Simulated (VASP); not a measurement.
# HfC (Fm-3m) in VASP: further runs

HfC is run at these levels: PBE; tasks: single point.

Everything below comes from runs of VASP 6.6.1. Logs are shortened: lines on timing, memory, paths and dates and some standing lists are left out, and cuts for length are marked.

**1. The cell of the first run**

It takes space group Fm-3m (No. 225, cubic). Conventional cell: a = 3.909 Å, b = 3.909 Å, c = 3.909 Å, α = 90.00°, β = 90.00°, γ = 90.00°. Hf (site symmetry m-3m) has 6 C at 1.95 Å within 2.6 Å. C (site symmetry m-3m) has 6 Hf at 1.95 Å within 2.6 Å.

**2. Single point, PBE**

Contents of INCAR:

```
PREC = Accurate
ENCUT = 520
EDIFF = 1E-6
ISMEAR = -1
SIGMA = 0.05
LREAL = F
LASPH = T
NELM = 100
ALGO = Normal
ISIF = 2
LWAVE = F
LCHARG = F
GGA = PE
NBANDS = 14
```

Contents of KPOINTS:

```
regular mesh
0
Gamma
  13 13 13
```

Contents of POSCAR:

```
HfC
1.0
    0.0000000000      1.9543505901      1.9543505901
    1.9543505901      0.0000000000      1.9543505901
    1.9543505901      1.9543505901      0.0000000000
Hf C
1 1
Direct
    0.0000000000      0.0000000000      0.0000000000
    0.5000000000      0.5000000000      0.5000000000
```

Potentials or basis: VASP PAW PBE potentials, release 64 (Hf_pv, C).

On the command line:

```
cat potpaw_PBE.64/Hf_pv/POTCAR potpaw_PBE.64/C/POTCAR > POTCAR
mpirun -np 1 vasp_std > vasp.out
```

OUTCAR:

```text
PREC = Accurate
   ENCUT = 520
   EDIFF = 1E-6
   ISMEAR = -1
   LREAL = F
   LASPH = T
   NELM = 100
   ISIF = 2
   GGA = PE

 ion  position               nearest neighbor table
   1  0.000  0.000  0.000-   2 1.95   2 1.95   2 1.95   2 1.95   2 1.95   2 1.95
   2  0.500  0.500  0.500-   1 1.95   1 1.95   1 1.95   1 1.95   1 1.95   1 1.95

  LATTYP: Found a face centered cubic cell.
 ALAT       =     3.9087011802

  Lattice vectors:

 A1 = (   0.0000000000,   1.9543505901,   1.9543505901)
 A2 = (   1.9543505901,   0.0000000000,   1.9543505901)
 A3 = (   1.9543505901,   1.9543505901,   0.0000000000)

Analysis of symmetry for initial positions (statically):
=====================================================================
 Subroutine PRICEL returns:
 Original cell was already a primitive cell.

 Routine SETGRP: Setting up the symmetry group for a
 face centered cubic supercell.

 Subroutine GETGRP returns: Found 48 space group operations
 (whereof 48 operations were pure point group operations)
 out of a pool of 48 trial point group operations.

The static configuration has the point symmetry O_h .

Analysis of symmetry for dynamics (positions and initial velocities):
=====================================================================
 Subroutine PRICEL returns:
 Original cell was already a primitive cell.

 Routine SETGRP: Setting up the symmetry group for a
 face centered cubic supercell.

 Subroutine GETGRP returns: Found 48 space group operations
 (whereof 48 operations were pure point group operations)
 out of a pool of 48 trial point group operations.

The dynamic configuration has the point symmetry O_h .

 Subroutine INISYM returns: Found 48 space group operations
 (whereof 48 operations are pure point group operations),
 and found     1 'primitive' translations

----------------------------------------------------------------------------------------

                                     Primitive cell

  volume of cell :      14.9292

  direct lattice vectors                    reciprocal lattice vectors
     0.000000000  1.954350590  1.954350590    -0.255839460  0.255839460  0.255839460
     1.954350590  0.000000000  1.954350590     0.255839460 -0.255839460  0.255839460
     1.954350590  1.954350590  0.000000000     0.255839460  0.255839460 -0.255839460

  length of vectors
     2.763869110  2.763869110  2.763869110     0.443126944  0.443126944  0.443126944

  position of ions in fractional coordinates (direct lattice)
     0.000000000  0.000000000  0.000000000
     0.500000000  0.500000000  0.500000000

  ion indices of the primitive-cell ions
   primitive index   ion index
                 1           1
                 2           2

----------------------------------------------------------------------------------------

 KPOINTS: regular mesh

Automatic generation of k-mesh.
 Grid dimensions read from file:
 generate k-points for:   13   13   13

 Generating k-lattice:

  Cartesian coordinates                     Fractional coordinates (reciprocal lattice)
    -0.019679958  0.019679958  0.019679958     0.076923077  0.000000000  0.000000000
     0.019679958 -0.019679958  0.019679958     0.000000000  0.076923077  0.000000000
     0.019679958  0.019679958 -0.019679958     0.000000000  0.000000000  0.076923077

  Length of vectors
     0.034086688  0.034086688  0.034086688

  Shift w.r.t. Gamma in fractional coordinates (k-lattice)
     0.000000000  0.000000000  0.000000000

 Subroutine IBZKPT returns following result:
 ===========================================

 Found     84 irreducible k-points:

 Following reciprocal coordinates:
            Coordinates               Weight
  0.000000  0.000000  0.000000      1.000000
  0.076923  0.000000  0.000000      8.000000
  0.153846  0.000000  0.000000      8.000000
  0.230769  0.000000  0.000000      8.000000
  0.307692  0.000000  0.000000      8.000000
  0.384615  0.000000  0.000000      8.000000
[... 16 lines left out ...]
  0.384615  0.153846  0.000000     24.000000
  0.461538  0.153846  0.000000     24.000000
 [... further k-points ...]
   k-points           NKPTS =     84   k-points in BZ     NKDIM =     84   number of bands    NBANDS=     14
   number of dos      NEDOS =    301   number of ions     NIONS =      2
   total plane-waves  NPLWV =  13824
   dimension x,y,z NGX =    24 NGY =   24 NGZ =   24
   dimension x,y,z NGXF=    48 NGYF=   48 NGZF=   48
   ions per type =               1   1
   NGX,Y,Z   is equivalent  to a cutoff of  14.44, 14.44, 14.44 a.u.
   NGXF,Y,Z  is equivalent  to a cutoff of  28.87, 28.87, 28.87 a.u.
 SYSTEM =  unknown system
   PREC   = accura    normal or accurate (medium, high low for compatibility)
   ISTART =      0    job   : 0-new  1-cont  2-samecut
   ICHARG =      2    charge: 1-file 2-atom 10-const
   ISPIN  =      1    spin polarized calculation?
   LNONCOLLINEAR =      F non collinear calculations
   LSORBIT =      F    spin-orbit coupling
   LASPH  =      T    aspherical Exc in radial PAW
   ENCUT  =  520.0 eV  38.22 Ry    6.18 a.u.   5.14  5.14  5.14*2*pi/ulx,y,z
   NELM   =    100;   NELMIN=  2; NELMDL= -5     # of ELM steps
   EDIFF  = 0.1E-05   stopping-criterion for ELM
   LREAL  =      F    real-space projection
   EDIFFG = 0.1E-04   stopping-criterion for IOM
   NSW    =      0    number of steps for IOM
   IBRION =     -1    ionic relax: 0-MD 1-quasi-New 2-CG
   NFREE  =      0    steps in history (QN), initial steepest desc. (CG)
   ISIF   =      2    stress and relaxation
   ISYM   =      2    0-nonsym 1-usesym 2-fastsym
   POTIM  = 0.5000    time-step for ionic-motion
   TEBEG  =    0.0;   TEEND  =   0.0 temperature during run
   PSTRESS=    0.0 pullay stress
   NELECT =      14.0000    total number of electrons
   NUPDOWN=      -1.0000    fix difference up-down
   EMIN   =  10.00;   EMAX   =-10.00  energy-range for DOS
   EFERMI =   0.00;   METHOD = LEGACY
   ISMEAR =    -1;   SIGMA  =   0.05  broadening in eV -4-tet -1-fermi 0-gaus
   EFERMI_NEDOS =   21; number of points for ismear=-14 and -15
   IALGO  =     38    algorithm
   IMIX   =      4    mixing-type and parameters
     AMIX     =   0.40;   BMIX     =  1.00
     AMIX_MAG =   1.60;   BMIX_MAG =  1.00
  volume/ion in A,a.u.               =       7.46        50.37
  Fermi-wavevector in a.u.,A,eV,Ry     =   1.602403  3.028102 34.935609  2.567695
  Thomas-Fermi vector in A             =   2.699229
   LORBIT       =      0    0 simple, 1 ext, 2 COOP (PROOUT), +10 PAW based schemes
   GGA     = PE    functional components
   LHFCALC =     F    Hartree Fock is set to
   AEXX    =    0.0000 exact exchange contribution
   IVDW    =     0    specifies the selected vdW correction
   LEPSILON=     F    determine dielectric tensor
   LRPA    =     F    only Hartree local field effects (RPA)
 non-spin polarized calculation
  energy-cutoff  :      520.00
  volume of cell :       14.93
 maximum number of plane-waves:       415
 NGX is ok and might be reduce to    24
   NGX = 11   NGY = 11   NGZ = 11

 number of electron      13.9999999 magnetization

 Free energy of the ion-electron system (eV)
  ---------------------------------------------------
  ext. energy  EPLUGINS =         0.00000000
  ---------------------------------------------------
  free energy    TOTEN  =       -13.89468869 eV

  energy without entropy =      -13.89293432  energy(sigma->0) =      -13.89381151

 E-fermi :  10.9698     XC(G=0): -15.0902

 val. band max:       10.9533541079   @ k =   0.2308   0.1538   0.0000
 cond. band min:      11.1441244625   @ k =   0.4615   0.3846   0.0000
 fundamental gap:      0.1907703546
 Fermi energy:        10.9698250233

 k-point     1 :       0.0000    0.0000    0.0000
  band No.  band energies     occupation
      1     -16.3865      2.00000
      2     -16.3865      2.00000
      3     -16.3865      2.00000
      4      -3.7937      2.00000
      5      11.8071      0.00000
      6      11.8071      0.00000
      7      11.8071      0.00000
      8      12.0892      0.00000
      9      12.0892      0.00000
     10      12.0892      0.00000
     11      15.7134      0.00000
     12      15.7134      0.00000
     13      23.2465      0.00000
     14      25.0298      0.00000

 k-point     2 :       0.0769    0.0000    0.0000
  band No.  band energies     occupation
      1     -16.6757      2.00000
      2     -16.4042      2.00000
      3     -16.4042      2.00000
      4      -3.4057      2.00000
      5      10.3953      1.99998
      6      10.7696      1.96420
      7      10.7696      1.96420
      8      12.3787      0.00000
      9      12.3787      0.00000
     10      13.1403      0.00000
     11      17.0272      0.00000
     12      17.0272      0.00000
     13      24.0228      0.00000
     14      25.2956      0.00000

 k-point     3 :       0.1538    0.0000    0.0000
  band No.  band energies     occupation
      1     -17.4069      2.00000
      2     -16.4527      2.00000
      3     -16.4527      2.00000
      4      -2.3978      2.00000
      5       8.7615      2.00000
      6       9.1179      2.00000
      7       9.1179      2.00000
      8      13.1767      0.00000
      9      13.1767      0.00000
     10      13.9422      0.00000
     11      19.5478      0.00000
     12      19.5478      0.00000
     13      25.9351      0.00000
     14      26.1503      0.00000

 k-point     4 :       0.2308    0.0000    0.0000
  band No.  band energies     occupation
      1     -18.3093      2.00000
      2     -16.5195      2.00000
      3     -16.5195      2.00000
      4      -1.0983      2.00000
      5       7.2655      2.00000
      6       7.6361      2.00000
      7       7.6361      2.00000
      8      14.4497      0.00000
      9      14.4497      0.00000
     10      14.6717      0.00000
     11      22.4215      0.00000
     12      22.4215      0.00000
     13      26.4433      0.00000
     14      27.4103      0.00000

 k-point     5 :       0.3077    0.0000    0.0000
  band No.  band energies     occupation
      1     -19.1529      2.00000
      2     -16.5885      2.00000
      3     -16.5885      2.00000
      4       0.1779      2.00000
      5       6.0306      2.00000
      6       6.4751      2.00000
      7       6.4751      2.00000
      8      15.6772      0.00000
      9      16.0992      0.00000
     10      16.0992      0.00000
     11      25.3675      0.00000
[... 276 lines left out ...]
 k-point    22 :       0.3077    0.1538    0.0000
  band No.  band energies     occupation
      1     -18.6393      2.00000
      2     -16.9074      2.00000
      3     -16.8648      2.00000
      4      -0.2689      2.00000
      5       5.0966      2.00000
      6       7.9014      2.00000
      7       8.7051      2.00000
      8      11.7980      0.00000
      9      17.5548      0.00000
     10      18.0851      0.00000
     11      20.9010      0.00000
     12      24.7183      0.00000
     13      27.3975      0.00000
     14      28.4630      0.00000

 k-point    23 :       0.3846    0.1538    0.0000
  band No.  band energies     occupation
      1     -19.2812      2.00000
      2     -17.0141      2.00000
      3     -16.9539      2.00000
      4       0.5269      2.00000
      5       4.4738      2.00000
      6       7.4557      2.00000
      7       7.5815      2.00000
      8      12.8925      0.00000
      9      19.0933      0.00000
     10      19.4367      0.00000
     11      23.5506      0.00000
     12      24.9832      0.00000
     13      27.3816      0.00000
     14      29.0877      0.00000

 k-point    24 :       0.4615    0.1538    0.0000
  band No.  band energies     occupation
      1     -19.7222      2.00000
      2     -17.1836      2.00000
      3     -16.9403      2.00000
      4       1.1676      2.00000
      5       3.9221      2.00000
      6       6.6672      2.00000
      7       7.4176      2.00000
      8      14.3638      0.00000
      9      20.0510      0.00000
     10      20.5799      0.00000
     11      23.7118      0.00000
     12      26.0983      0.00000
     13      27.3830      0.00000
     14      30.4504      0.00000

 [... further k-points ...]

------------------------ aborting loop because EDIFF is reached ----------------------------------------

  FORCE on cell =-STRESS in cart. coord.  units (eV):
  Direction    XX          YY          ZZ          XY          YZ          ZX
  --------------------------------------------------------------------------------------
  -------------------------------------------------------------------------------------
  Total       32.2215495     32.2215495     32.2215495      0.0000000     -0.0000000     -0.0000000
  in kB     3457.9569790   3457.9569790   3457.9569790      0.0000000     -0.0000000     -0.0000000
  external PRESSURE =    3457.9569790 kB  Pullay stress =       0.0000000 kB

 VOLUME and BASIS-vectors are now :
 -----------------------------------------------------------------------------
  energy-cutoff  :      520.00
  volume of cell :       14.93
      direct lattice vectors                 reciprocal lattice vectors
     0.000000000  1.954350590  1.954350590    -0.255839460  0.255839460  0.255839460
     1.954350590  0.000000000  1.954350590     0.255839460 -0.255839460  0.255839460
     1.954350590  1.954350590  0.000000000     0.255839460  0.255839460 -0.255839460

 POSITION                                       TOTAL-FORCE (eV/Angst)
 -----------------------------------------------------------------------------------
      0.00000      0.00000      0.00000         0.000000      0.000000      0.000000
      1.95435      1.95435      1.95435        -0.000000      0.000000     -0.000000
 -----------------------------------------------------------------------------------
    total drift:                                0.000000     -0.000000     -0.000000

  FREE ENERGIE OF THE ION-ELECTRON SYSTEM (eV)
  ---------------------------------------------------
  free  energy   TOTEN  =       -13.8946886887 eV

  energy  without entropy=      -13.8929343230  energy(sigma->0) =      -13.89381151
```

Run time: 28 s. Hardware: 1 thread of Intel Xeon 8259CL, shared host; peak memory 0.15 GiB.

What came out:

* Free energy: -13.8947 eV
* Pressure: 345.8 GPa
* Band gap on the k mesh: zero (band 7 reaches 11.91 eV, above the bottom of band 8 at 10.38 eV)

Levels at points of the mesh, in eV from the Fermi level:
```tsv
k point	band 4	band 5	band 6	band 7	band 8	band 9	band 10	band 11
(0.00, 0.00, 0.00)	-14.76	0.84	0.84	0.84	1.12	1.12	1.12	4.74
```

Caveat: spin-orbit coupling is left out, which moves the levels of the heavy elements.

**3. Single point, PBE**

This run uses another cell than the first one, of 8.09 Å³/atom, 1.083 times its volume.

Contents of INCAR:

```
  ALGO = Normal
  EDIFF = 1E-6
  ENCUT = 520
  GGA = PE
  ISIF = 2
  ISMEAR = -1
  LASPH = True
  LCHARG = False
  LREAL = False
  LWAVE = False
  NBANDS = 14
  NELM = 80
  PREC = Accurate
  SIGMA = 0.05
```

Contents of KPOINTS:

```
k-points
0
Gamma
  13 13 13
```

Contents of POSCAR:

```
HfC
1.0
    0.0000000000      2.0071962782      2.0071962782
    2.0071962782      0.0000000000      2.0071962782
    2.0071962782      2.0071962782      0.0000000000
Hf C
1 1
Direct
    0.0000000000      0.0000000000      0.0000000000
    0.5000000000      0.5000000000      0.5000000000
```

Potentials or basis: VASP PAW PBE potentials, release 64 (Hf_pv, C).

On the command line:

```
cat potpaw_PBE.64/Hf_pv/POTCAR potpaw_PBE.64/C/POTCAR > POTCAR
mpirun -np 1 vasp_std > vasp.out
```

It took 23 s on 1 thread of Intel Xeon 8259CL, shared host; peak memory 0.15 GiB.

It converged, with:

| Item | Value |
| --- | --- |
| Free energy | -16.1914 eV |
| Pressure | 250.6 GPa |
| Band gap on the k mesh | zero (band 7 reaches 11.09 eV, above the bottom of band 8 at 9.52 eV) |

Levels at points of the mesh, in eV from the Fermi level:
```tsv
k point	band 3	band 4	band 5	band 6	band 7	band 8	band 9	band 10	band 11	band 12
(0.00, 0.00, 0.00)	-27.67	-14.50	1.00	1.00	1.00	1.09	1.09	1.09	4.55	4.55
```

Caveat: spin-orbit coupling is left out, which moves the levels of the heavy elements.
